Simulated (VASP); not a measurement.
Wanted: the native input for a VASP 6.6.1 run.

- Task: electric field gradients
- Functional: LDA
- Potentials or basis: VASP PAW PBE potentials, release 64 (Lu, H)
- Cutoff: 520 eV
- k mesh: 8 × 8 × 8
- Occupations: fermi-dirac, width 0.02 eV
- Spin: no spin polarisation
- Dipole correction: no
- Further INCAR settings: ALGO = Normal; EDIFF = 1e-08; NBANDS = 20

The structure of LuH2 lies in POSCAR:

```
LuH2
1.0
    0.0000000000      2.5165000000      2.5165000000
    2.5165000000      0.0000000000      2.5165000000
    2.5165000000      2.5165000000      0.0000000000
Lu H
1 2
Direct
    0.0000000000      0.0000000000      0.0000000000
    0.2500000000      0.2500000000      0.2500000000
    0.7500000000      0.7500000000      0.7500000000
```

The input as run:

INCAR

```
SYSTEM = LuH2
PREC = Accurate ; ENCUT = 520
EDIFF = 1E-8 ; ISMEAR = -1
SIGMA = 0.02 ; LREAL = .FALSE.
LASPH = .TRUE. ; NELM = 120
ALGO = Normal ; ISIF = 2
LWAVE = .FALSE. ; LCHARG = .FALSE.
GGA = CA ; LEFG = .TRUE.
NBANDS = 20 ; GGA_COMPAT = .FALSE.
```

KPOINTS

```
Automatic mesh
0
G
  8 8 8
  0 0 0
```

Potentials or basis: VASP PAW PBE potentials, release 64 (Lu, H).

The run is started by

```sh
$ cat potpaw_PBE.64/Lu/POTCAR potpaw_PBE.64/H/POTCAR > POTCAR
$ mpirun -np 1 vasp_std > vasp.out
```

It gave:

```json
{
  "Pressure": "-6.2 GPa"
}
```

Caveat: without QUAD_EFG the Cq values of the log hold for a quadrupole moment of 1 mb, not for the nuclei; the PAW data sets were made with another functional, which shifts forces and pressure a little.

Run time: 46 s on 1 thread of Intel Xeon 8259CL (shared host), peak memory 0.16 GiB.
